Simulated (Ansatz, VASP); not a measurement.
KZnF3: VASP beside Ansatz

```
K Zn F
1.0
     4.05194    0.00000    0.00000
     0.00000    4.05194    0.00000
     0.06078    0.00000    4.05194
K Zn F
1 1 3
Cartesian
  0.0000 0.0000 0.0000
  2.0564 2.0260 2.0260
  0.0304 2.0260 2.0260
  2.0564 0.0000 2.0260
  2.0260 2.0260 0.0000
```

Change from the starting cell: shear of c along a, cell held, atoms relaxed: +1.5 %.

Alike in both runs: task single point; functional PBEsol; k mesh 6 × 6 × 6; occupations gaussian, width 0.02 eV; no spin polarisation.

```csv
,VASP,Ansatz
version,VASP 6.6.1,Ansatz 0.2.0
potentials or method,"VASP PAW PBE potentials, release 64 (K_sv, Zn, F), cutoff 520 eV","scalar-relativistic, plane waves, PAW"
valence electrons in the cell,42,42
```

|  | VASP | Ansatz | Ansatz less VASP |
| --- | --- | --- | --- |
| gap on the k mesh at the Fermi level (eV) | 3.63 | 3.71 | +0.075 |
| least direct gap on the mesh (eV) | 5.45 | 5.50 | +0.042 |
| pressure (GPa) | 0.4 | 0.0 | -0.33 |
| traceless stress, the component that is largest in VASP (GPa) | -0.50 | -0.50 | -0.006 |

VASP's potentials were made for PBE, not for PBEsol.
